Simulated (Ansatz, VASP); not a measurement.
One calculation of BN, two programs

File INCAR:

```
PREC = Accurate
ENCUT = 600
EDIFF = 1E-7
ISMEAR = 0
SIGMA = 0.02
LREAL = False
LASPH = True
NELM = 120
ALGO = Normal
ISIF = 3
LWAVE = False
LCHARG = False
GGA = PE
IBRION = 2
NSW = 100
EDIFFG = -0.002
GGA_COMPAT = False
NELMIN = 4
```

KPOINTS

```
regular mesh
0
Gamma
  12 12 6
```

POSCAR

```
BN
1.0
    2.5360000000      0.0000000000      0.0000000000
   -1.2680000000      2.1962404240      0.0000000000
    0.0000000000      0.0000000000      4.1990000000
B N
2 2
Direct
    0.6666666667      0.3333333333      0.0000000000
    0.3333333333      0.6666666667      0.5000000000
    0.6666666667      0.3333333333      0.3750000000
    0.3333333333      0.6666666667      0.8750000000
```

Input for Ansatz:

```yaml
crystal:
  lattice:
    - [2.536, 0.0, 0.0]
    - [-1.268, 2.196240424, 0.0]
    - [0.0, 0.0, 4.199]
  atoms:
    - { symbol: B, position: [0.6666666667, 0.3333333333, 0.0] }
    - { symbol: B, position: [0.3333333333, 0.6666666667, 0.5] }
    - { symbol: "N", position: [0.6666666667, 0.3333333333, 0.375] }
    - { symbol: "N", position: [0.3333333333, 0.6666666667, 0.875] }
basis:
  ecutwfc: 420
kpoints:
  mp_grid: { grid: [12, 12, 6] }
hamiltonian:
  xc: pbe
  pseudopotentials: { kind: paw }
scf:
  occupations: { method: gaussian, width: 0.02 }
  mixing: { beta: 0.2 }
  n_extra_bands: 16
output:
  forces: true
  stress: true
  eigenvalues: true
  write_density: true
  write_potential: true
  elf: true
  volumetric_format: npy
relax:
  adjacent_minimum: "off"
  f_tol: 0.002
  max_steps: 80
  cell: { stress_tol: 0.02 }
```

Alike in both runs: task relaxation of cell and atoms; functional PBE; k mesh 12 × 12 × 6; occupations gaussian, width 0.02 eV; no spin polarisation.

```csv
,VASP,Ansatz
version,VASP 6.6.1,Ansatz 0.2.0
potentials or method,"VASP PAW PBE potentials, release 64 (B, N), cutoff 600 eV","scalar-relativistic, plane waves, PAW"
valence electrons in the cell,16,16
```

Ansatz gave:

```
gap on the k mesh at the Fermi level, each at its own relaxed structure (eV) : 5.23
relaxed volume (Å³/atom)                                                     : 5.97
relaxed cell length with the largest relative difference (Å)                 : 4.225
```

Q: What did VASP give for the same quantities?

A: gap on the k mesh at the Fermi level, each at its own relaxed structure (eV): 5.21; relaxed volume (Å³/atom): 5.97; relaxed cell length with the largest relative difference (Å): 4.224.
